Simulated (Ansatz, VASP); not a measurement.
Al2Cl3: VASP beside Ansatz

File INCAR:

```
SYSTEM = Al2Cl3
ALGO     = Normal         ! electronic algorithm
EDIFF    = 1E-6           ! SCF threshold, eV
EDIFFG   = -0.01          ! ionic threshold
ENCUT    = 600            ! plane-wave cutoff, eV
GGA      = PE             ! functional
IBRION   = 2              ! ionic algorithm
ISIF     = 3              ! what is computed and relaxed
ISMEAR   = 0              ! smearing method
LASPH    = .True.         ! aspherical terms in the spheres
LCHARG   = .False.        ! write CHGCAR
LREAL    = .False.        ! projectors in reciprocal space
LWAVE    = .False.        ! write WAVECAR
NELM     = 60             ! most SCF steps
NSW      = 100            ! ionic steps
PREC     = Accurate       ! precision mode
SIGMA    = 0.1            ! smearing width, eV
```

KPOINTS

```
k-points
0
Gamma
  12 12 6
  0 0 0
```

POSCAR

```
Al2Cl3
1.0
    4.7415147345      0.0000000000      0.0000000000
   -2.3707573673      4.1062722125      0.0000000000
    0.0000000000      0.0000000000      5.9592453711
Al Cl
2 3
Direct
    0.3333333333      0.6666666667      0.2196990753
    0.6666666667      0.3333333333      0.7803009247
    0.0000000000      0.0000000000      0.0000000000
    0.3333333333      0.6666666667      0.6495153639
    0.6666666667      0.3333333333      0.3504846361
```

Input for Ansatz:

```yaml
crystal:
  lattice:
    - [4.7415147345, 0.0, 0.0]
    - [-2.3707573673, 4.1062722125, 0.0]
    - [0.0, 0.0, 5.9592453711]
  atoms:
    - { symbol: Al, position: [0.3333333333, 0.6666666667, 0.2196990753] }
    - { symbol: Al, position: [0.6666666667, 0.3333333333, 0.7803009247] }
    - { symbol: Cl, position: [0.0, 0.0, 0.0] }
    - { symbol: Cl, position: [0.3333333333, 0.6666666667, 0.6495153639] }
    - { symbol: Cl, position: [0.6666666667, 0.3333333333, 0.3504846361] }
basis:
  ecutwfc: 420
kpoints:
  mp_grid: { grid: [12, 12, 6] }
hamiltonian:
  xc: pbe
scf:
  occupations: { method: gaussian, width: 0.1 }
output:
  forces: true
  stress: true
  eigenvalues: true
  write_density: true
  write_potential: true
  elf: true
  volumetric_format: npy
relax:
  adjacent_minimum: "off"
  f_tol: 0.01
  max_steps: 80
  cell: { stress_tol: 0.05 }
```

Alike in both runs: task relaxation of cell and atoms; functional PBE; k mesh 12 × 12 × 6; occupations gaussian, width 0.1 eV; no spin polarisation.

|  | VASP | Ansatz |
| --- | --- | --- |
| version | VASP 6.6.1 | Ansatz 0.2.0 |
| potentials or method | VASP PAW PBE potentials, release 64 (Al, Cl), cutoff 600 eV | scalar-relativistic, plane waves, PAW |
| valence electrons in the cell | 27 | 27 |

```csv
,VASP,Ansatz,Ansatz less VASP
"gap on the k mesh at the Fermi level, each at its own relaxed structure (eV)",none,none,-
relaxed volume (Å³/atom),23.09,23.16,+0.074
relaxed cell length with the largest relative difference (Å),5.998,6.167,+0.1692
```

A gap of «none» marks a metal or a gap that the smearing closes.
